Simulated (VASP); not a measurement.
**Pt: single point with PBE**

Pt:

```
Pt
1.0
    -1.64296    1.64296    1.64296
     1.64296   -1.64296    1.64296
     1.64296    1.64296   -1.64296
Pt
1
Cartesian
  0.0000 0.0000 0.0000
```

This cell differs from its parent crystal: volume scaled by 1.12.

| Quantity | Value |
| --- | --- |
| Program | VASP 6.6.1 |
| Task | single point |
| Functional | PBE |
| Potentials or basis | VASP PAW PBE potentials, release 64 (Pt) |
| Cutoff | 520 eV |
| k mesh | 16 × 16 × 16 |
| Occupations | fermi-dirac, width 0.05 eV |
| Spin | collinear spin, ferromagnetic start |
| Starting moments | [1.0] μB |

The pressure is -20.0 GPa. The band gap on the k mesh is zero (filled and empty bands overlap) and the net moment is 0.00 μB per cell. The valence electrons inside the program's atomic spheres are Pt 8.96.

Levels at points of the mesh, in eV from the Fermi level:
Spin up:
| k point | band 2 | band 3 | band 4 | band 5 | band 6 | band 7 | band 8 | band 9 |
| --- | --- | --- | --- | --- | --- | --- | --- | --- |
| (0.00, 0.00, 0.00) | -2.93 | -2.93 | -2.93 | -0.85 | -0.85 | 17.03 | 17.03 | 17.03 |
| (0.50, 0.00, 0.00) | -4.11 | -1.02 | -0.61 | 0.61 | 0.80 | 5.35 | 13.15 | 14.87 |
| (0.50, 0.50, 0.50) | -5.05 | 0.38 | 0.38 | 0.38 | 7.39 | 7.39 | 7.39 | 11.14 |
Spin down:
```tsv
k point	band 2	band 3	band 4	band 5	band 6	band 7	band 8	band 9
(0.00, 0.00, 0.00)	-2.93	-2.93	-2.93	-0.85	-0.85	17.04	17.04	17.04
(0.50, 0.00, 0.00)	-4.11	-1.02	-0.61	0.61	0.80	5.35	13.15	14.87
(0.50, 0.50, 0.50)	-5.05	0.38	0.38	0.38	7.39	7.39	7.39	11.14
```

Run time: 21 s on 1 thread of Intel(R) Xeon(R) 6975P-C (Granite Rapids) (shared host), peak memory 0.18 GiB.

Caveat: spin-orbit coupling is left out, which moves the levels of the heavy elements.
